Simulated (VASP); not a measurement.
Here is a VASP 6.6.1 calculation.

Contents of INCAR:

```
  PREC = Accurate
  ENCUT = 600
  EDIFF = 1E-6
  ISMEAR = -1
  SIGMA = 0.15
  LREAL = F
  LASPH = T
  NELM = 60
  ALGO = Normal
  ISIF = 3
  LWAVE = F
  LCHARG = F
  GGA = PS
  IBRION = 2
  NSW = 80
  EDIFFG = -0.001
```

The input KPOINTS:

```
Automatic mesh
0
Gamma
  18 18 14
```

Contents of POSCAR:

```
TaN
1.0
    2.9239890447      0.0000000000      0.0000000000
   -1.4619945224      2.5322487931      0.0000000000
    0.0000000000      0.0000000000      2.8707276427
Ta N
1 1
Direct
    0.3333333333      0.6666666667      0.5000000000
    0.0000000000      0.0000000000      0.0000000000
```

Potentials or basis: VASP PAW PBE potentials, release 64 (Ta_pv, N).

The run is started by

```console
$ cat potpaw_PBE.64/Ta_pv/POTCAR potpaw_PBE.64/N/POTCAR > POTCAR
$ mpirun -np 1 vasp_std > vasp.out
```

(1) Estimate the relaxed cell.

(2) What does it give for the band gap on the k mesh?

## Answers

(1) a = 2.926 Å, b = 2.926 Å, c = 2.872 Å, α = 90.00°, β = 90.00°, γ = 120.00°.

(2) zero (band 8 reaches 8.45 eV, above the bottom of band 9 at 8.11 eV).

Caveat: spin-orbit coupling is left out, which moves the levels of the heavy elements.
